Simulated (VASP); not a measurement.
# NaH in VASP: relaxation of cell and atoms with LDA

Aim: the relaxation of cell and atoms of NaH with LDA.

Program: VASP 6.6.1. These are calculated values, not measurements. Logs are shortened: lines on timing, memory, paths and dates and some standing lists are left out, and cuts for length are marked.

**1. The cell of the first run**

The cell holds a slab with vacuum, 2 atoms: a = 3.727 Å, b = 3.727 Å, c = 24.600 Å, α = 90.00°, β = 90.00°, γ = 120.00°.

**2. Relaxation of cell and atoms, LDA**

The input, INCAR:

```
SYSTEM = NaH
ALGO = Normal
DIPOL = 0.5 0.5 0.333
EDIFF = 1E-7
EDIFFG = -0.005
ENCUT = 500
GGA = CA
GGA_COMPAT = .FALSE.
IBRION = 2
IDIPOL = 3
ISIF = 3
ISMEAR = -1
LASPH = .TRUE.
LATTICE_CONSTRAINTS = .TRUE. .TRUE. .FALSE.
LCHARG = .FALSE.
LDIPOL = .TRUE.
LREAL = .FALSE.
LWAVE = .FALSE.
NELM = 120
NELMDL = -8
NELMIN = 4
NSW = 80
PREC = Accurate
SIGMA = 0.02
```

The input, KPOINTS:

```
k-points
0
G
  12 12 1
  0 0 0
```

The input, POSCAR:

```
NaH
1.0
    3.7270952301      0.0000000000      0.0000000000
   -1.8635476150      3.2277591516      0.0000000000
    0.0000000000      0.0000000000     24.6000000000
Na H
1 1
Direct
    0.3333333333      0.6666666667      0.3333344137
    0.6666666667      0.3333333333      0.3333322529
```

Potentials or basis: VASP PAW LDA potentials, release 64 (Na_pv, H).

The run is started by

```console
> cat potpaw_LDA.64/Na_pv/POTCAR potpaw_LDA.64/H/POTCAR > POTCAR
> mpirun -np 1 vasp_std > vasp.out
```

OUTCAR:

```text
SYSTEM = NaH
   EDIFF = 1E-7
   EDIFFG = -0.005
   ENCUT = 500
   GGA = CA
   IBRION = 2
   ISIF = 3
   ISMEAR = -1
   LASPH = .TRUE.
   LREAL = .FALSE.
   NELM = 120
   NELMDL = -8
   NELMIN = 4
   NSW = 80
   PREC = Accurate

 ion  position               nearest neighbor table
   1  0.333  0.667  0.333-
   2  0.667  0.333  0.333-

  LATTYP: Found a hexagonal cell.
 ALAT       =     3.7270952301
 C/A-ratio  =     6.6003143148

  Lattice vectors:

 A1 = (   3.7270952301,   0.0000000000,   0.0000000000)
 A2 = (  -1.8635476150,   3.2277591516,   0.0000000000)
 A3 = (   0.0000000000,   0.0000000000,  24.6000000000)

Analysis of symmetry for initial positions (statically):
=====================================================================
 Subroutine PRICEL returns:
 Original cell was already a primitive cell.

 Routine SETGRP: Setting up the symmetry group for a
 hexagonal supercell.

 Subroutine GETGRP returns: Found 12 space group operations
 (whereof  6 operations were pure point group operations)
 out of a pool of 24 trial point group operations.

The static configuration has the point symmetry C_3v.
 The point group associated with its full space group is D_3h.

Analysis of symmetry for dynamics (positions and initial velocities):
=====================================================================
 Subroutine PRICEL returns:
 Original cell was already a primitive cell.

 Routine SETGRP: Setting up the symmetry group for a
 hexagonal supercell.

 Subroutine GETGRP returns: Found 12 space group operations
 (whereof  6 operations were pure point group operations)
 out of a pool of 24 trial point group operations.

The dynamic configuration has the point symmetry C_3v.
 The point group associated with its full space group is D_3h.

 Subroutine INISYM returns: Found 12 space group operations
 (whereof  6 operations are pure point group operations),
 and found     1 'primitive' translations

----------------------------------------------------------------------------------------

                                     Primitive cell

  volume of cell :     295.9421

  direct lattice vectors                    reciprocal lattice vectors
     3.727095230  0.000000000  0.000000000     0.268305460  0.154906230  0.000000000
    -1.863547615  3.227759152  0.000000000     0.000000000  0.309812459  0.000000000
     0.000000000  0.000000000 24.600000000     0.000000000  0.000000000  0.040650407

  length of vectors
     3.727095230  3.727095230 24.600000000     0.309812459  0.309812459  0.040650407

  position of ions in fractional coordinates (direct lattice)
     0.333333333  0.666666667  0.333334414
     0.666666667  0.333333333  0.333332253

  ion indices of the primitive-cell ions
   primitive index   ion index
                 1           1
                 2           2

----------------------------------------------------------------------------------------

 KPOINTS: k-points

Automatic generation of k-mesh.
 Grid dimensions read from file:
 generate k-points for:   12   12    1

 Generating k-lattice:

  Cartesian coordinates                     Fractional coordinates (reciprocal lattice)
     0.022358788  0.012908852  0.000000000     0.083333333  0.000000000  0.000000000
     0.000000000  0.025817705  0.000000000     0.000000000  0.083333333  0.000000000
     0.000000000  0.000000000  0.040650407     0.000000000  0.000000000  1.000000000

  Length of vectors
     0.025817705  0.025817705  0.040650407

  Shift w.r.t. Gamma in fractional coordinates (k-lattice)
     0.000000000  0.000000000  0.000000000

 Subroutine IBZKPT returns following result:
 ===========================================

 Found     19 irreducible k-points:

 Following reciprocal coordinates:
            Coordinates               Weight
  0.000000  0.000000  0.000000      1.000000
  0.083333 -0.000000  0.000000      6.000000
  0.166667 -0.000000  0.000000      6.000000
  0.250000 -0.000000  0.000000      6.000000
  0.333333  0.000000  0.000000      6.000000
  0.416667 -0.000000  0.000000      6.000000
[... 11 lines left out ...]
  0.333333  0.250000  0.000000     12.000000
  0.333333  0.333333  0.000000      2.000000
   k-points           NKPTS =     19   k-points in BZ     NKDIM =     19   number of bands    NBANDS=      8
   number of dos      NEDOS =    301   number of ions     NIONS =      2
   total plane-waves  NPLWV = 141120
   dimension x,y,z NGX =    28 NGY =   28 NGZ =  180
   dimension x,y,z NGXF=    56 NGYF=   56 NGZF=  360
   ions per type =               1   1
   NGX,Y,Z   is equivalent  to a cutoff of  12.49, 12.49, 12.16 a.u.
   NGXF,Y,Z  is equivalent  to a cutoff of  24.98, 24.98, 24.33 a.u.
 SYSTEM =  NaH
   PREC   = accura    normal or accurate (medium, high low for compatibility)
   ISTART =      0    job   : 0-new  1-cont  2-samecut
   ICHARG =      2    charge: 1-file 2-atom 10-const
   ISPIN  =      1    spin polarized calculation?
   LNONCOLLINEAR =      F non collinear calculations
   LSORBIT =      F    spin-orbit coupling
   LASPH  =      T    aspherical Exc in radial PAW
   ENCUT  =  500.0 eV  36.75 Ry    6.06 a.u.   6.80  6.80 44.85*2*pi/ulx,y,z
   NELM   =    120;   NELMIN=  4; NELMDL= -8     # of ELM steps
   EDIFF  = 0.1E-06   stopping-criterion for ELM
   LREAL  =      F    real-space projection
   EDIFFG = -.5E-02   stopping-criterion for IOM
   NSW    =     80    number of steps for IOM
   IBRION =      2    ionic relax: 0-MD 1-quasi-New 2-CG
   NFREE  =      1    steps in history (QN), initial steepest desc. (CG)
   ISIF   =      3    stress and relaxation
   ISYM   =      2    0-nonsym 1-usesym 2-fastsym
   POTIM  = 0.5000    time-step for ionic-motion
   TEBEG  =    0.0;   TEEND  =   0.0 temperature during run
   PSTRESS=    0.0 pullay stress
   NELECT =       8.0000    total number of electrons
   NUPDOWN=      -1.0000    fix difference up-down
   EMIN   =  10.00;   EMAX   =-10.00  energy-range for DOS
   EFERMI =   0.00;   METHOD = LEGACY
   ISMEAR =    -1;   SIGMA  =   0.02  broadening in eV -4-tet -1-fermi 0-gaus
   EFERMI_NEDOS =   21; number of points for ismear=-14 and -15
   IALGO  =     38    algorithm
   IMIX   =      4    mixing-type and parameters
     AMIX     =   0.40;   BMIX     =  1.00
     AMIX_MAG =   1.60;   BMIX_MAG =  1.00
  volume/ion in A,a.u.               =     147.97       998.56
  Fermi-wavevector in a.u.,A,eV,Ry     =   0.491325  0.928470  3.284456  0.241401
  Thomas-Fermi vector in A             =   1.494647
   LORBIT       =      0    0 simple, 1 ext, 2 COOP (PROOUT), +10 PAW based schemes
   GGA     = CA    functional components
   LHFCALC =     F    Hartree Fock is set to
   AEXX    =    0.0000 exact exchange contribution
   IVDW    =     0    specifies the selected vdW correction
   LEPSILON=     F    determine dielectric tensor
   LRPA    =     F    only Hartree local field effects (RPA)
 conjugate gradient relaxation of ions
 non-spin polarized calculation
  energy-cutoff  :      500.00
  volume of cell :      295.94
 maximum number of plane-waves:      7540
 NGX is ok and might be reduce to    28
   NGX = 13   NGY = 13   NGZ = 89

 dipolmoment           0.000000      0.000000     -0.000000 electrons x Angstroem

--------------------------------------- Ionic step        1  -------------------------------------------

 number of electron       7.9999998 magnetization

 Free energy of the ion-electron system (eV)
  ---------------------------------------------------
  ext. energy  EPLUGINS =         0.00000000
  ---------------------------------------------------
  free energy    TOTEN  =        -4.97505979 eV

  energy without entropy =       -4.97505979  energy(sigma->0) =       -4.97505979

------------------------ aborting loop because EDIFF is reached ----------------------------------------

  FORCE on cell =-STRESS in cart. coord.  units (eV):
  Direction    XX          YY          ZZ          XY          YZ          ZX
  --------------------------------------------------------------------------------------
  -------------------------------------------------------------------------------------
  Total       -0.3570478     -0.3570478     -0.0193973     -0.0000000      0.0000000      0.0000000
  in kB       -1.9329925     -1.9329925     -0.1050138     -0.0000000      0.0000000      0.0000000
  external PRESSURE =      -1.3236663 kB  Pullay stress =       0.0000000 kB
[... 93 lines left out ...]
  energy  without entropy=       -4.9832715269  energy(sigma->0) =       -4.98327153

--------------------------------------- Ionic step        4  -------------------------------------------

 number of electron       8.0000004 magnetization

 dipolmoment           0.000000      0.000000      0.000053 electrons x Angstroem

 Free energy of the ion-electron system (eV)
  ---------------------------------------------------
  ext. energy  EPLUGINS =         0.00000000
  ---------------------------------------------------
  free energy    TOTEN  =        -4.98330388 eV

  energy without entropy =       -4.98330388  energy(sigma->0) =       -4.98330388

 E-fermi :  -3.9030     XC(G=0):  -1.2904

 val. band max:       -4.3550305650   @ k =   0.3333   0.3333   0.0000
 cond. band min:      -1.1526510372   @ k =   0.0000   0.0000   0.0000
 fundamental gap:      3.2023795279
 Fermi energy:        -3.9029704918

 k-point     1 :       0.0000    0.0000    0.0000
  band No.  band energies     occupation
      1     -26.6163      2.00000
      2     -26.4889      2.00000
      3     -26.4889      2.00000
      4      -6.3150      2.00000
      5      -1.1527      0.00000
      6      -0.0163      0.00000
      7       0.5081      0.00000
      8       0.6636      0.00000
[... 188 lines left out ...]
 k-point    19 :       0.3333    0.3333    0.0000
  band No.  band energies     occupation
      1     -26.6105      2.00000
      2     -26.5237      2.00000
      3     -26.5160      2.00000
      4      -4.3550      2.00000
      5       0.8299      0.00000
      6       1.8361      0.00000
      7       3.4571      0.00000
      8       3.8193      0.00000

------------------------ aborting loop because EDIFF is reached ----------------------------------------

 vacuum level on the upper side and lower side of the slab       (xc-potential included)        -0.010        -0.010

  FORCE on cell =-STRESS in cart. coord.  units (eV):
  Direction    XX          YY          ZZ          XY          YZ          ZX
  --------------------------------------------------------------------------------------
  -------------------------------------------------------------------------------------
  Total       -0.0003168     -0.0003168     -0.0169306     -0.0000000      0.0000000      0.0000000
  in kB       -0.0017949     -0.0017949     -0.0959269     -0.0000000      0.0000000      0.0000000
  external PRESSURE =      -0.0331722 kB  Pullay stress =       0.0000000 kB

 VOLUME and BASIS-vectors are now :
 -----------------------------------------------------------------------------
  energy-cutoff  :      500.00
  volume of cell :      282.78
      direct lattice vectors                 reciprocal lattice vectors
     3.643245665 -0.000000000  0.000000000     0.274480530  0.158471408  0.000000000
    -1.821622832  3.155143298  0.000000000     0.000000000  0.316942815  0.000000000
     0.000000000  0.000000000 24.600000000     0.000000000  0.000000000  0.040650407
[... 8 lines left out ...]
  FREE ENERGIE OF THE ION-ELECTRON SYSTEM (eV)
  ---------------------------------------------------
  free  energy   TOTEN  =        -4.9833038838 eV

  energy  without entropy=       -4.9833038838  energy(sigma->0) =       -4.98330388

 reached required accuracy - stopping structural energy minimisation

 vacuum level on the upper side and lower side of the slab         0.335         0.334
```

Wall time 1.9 min (1 thread of Intel Xeon 6975P-C (Granite Rapids), shared host); peak memory 0.3 GiB.

What came out:

```
Free energy                           : -4.9833 eV
Relaxed cell                          : a = 3.643 Å, b = 3.643 Å, c = 24.600 Å, α = 90.00°, β = 90.00°, γ = 120.00°
Space group after relaxing (to 0.1 Å) : P-6m2 (No. 187)
Energy gained by relaxing             : 4.1 meV/atom
Ionic steps                           : 4
Band gap on the k mesh                : 3.20 eV (least direct gap 4.61 eV)
```

Step by step:
```
step  energy change (eV)  largest force (eV/Å)  pressure (GPa)  volume (Å³)
   1              0.0000                0.0000           -0.13       295.94
   2             -0.0050                0.0000           -0.09       290.87
   3             -0.0082                0.0000           -0.01       283.60
   4             -0.0082                0.0000            0.00       282.78
```

Final structure:
```xyz
2
Lattice="3.6432 0.0000 0.0000 -1.8216 3.1551 0.0000 0.0000 0.0000 24.6000" Properties=species:S:1:pos:R:3 pbc="T T T"
Na    0.0000    2.1034    8.2000
H     1.8216    1.0517    8.2000
```

Levels at points of the mesh, in eV from the valence-band top:
| k point | band 2 | band 3 | band 4 | band 5 | band 6 | band 7 |
| --- | --- | --- | --- | --- | --- | --- |
| (0.00, 0.00, 0.00) | -22.13 | -22.13 | -1.96 | 3.20 | 4.34 | 4.86 |
| (0.50, 0.00, 0.00) | -22.18 | -22.14 | -0.24 | 4.37 | 6.71 | 7.02 |
